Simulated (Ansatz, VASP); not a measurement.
# Ta2H3 in VASP and in Ansatz

```
Ta H
1.0
     2.75551   -2.75594    0.00000
     2.75551    2.75594    0.00000
     0.00000    0.00000    3.34137
Ta H
2 3
Direct
  0.00000 0.00000 0.50000
  0.50000 0.50000 0.50000
  0.00000 0.50000 0.00000
  0.50000 0.00000 0.00000
  0.50000 0.50000 0.00000
```

Alike in both runs: functional PBE; k mesh 6 × 6 × 4; occupations gaussian, width 0.1 eV; no spin polarisation.

Ansatz relaxed the structure, and its values are those at the end. VASP's run is a single point on that final structure, the one shown.

```csv
,VASP,Ansatz
version,VASP 6.6.1,Ansatz 0.2.0
potentials or method,"VASP PAW PBE potentials, release 64 (Ta_pv, H), cutoff 520 eV","scalar-relativistic, plane waves, PAW"
valence electrons in the cell,25,29
```

|  | VASP | Ansatz | Ansatz less VASP |
| --- | --- | --- | --- |
| gap on the k mesh at the Fermi level (eV) | none | none | - |
| pressure (GPa) | 0.1 | 0.0 | -0.07 |

A gap of «none» marks a metal or a gap that the smearing closes. VASP's potentials hold 25 valence electrons a cell and Ansatz's 29, so a difference there can come from the potentials and not from the codes.

The k mesh is coarse, so the values compare programs but aren't converged. Neither program's run includes spin-orbit coupling.
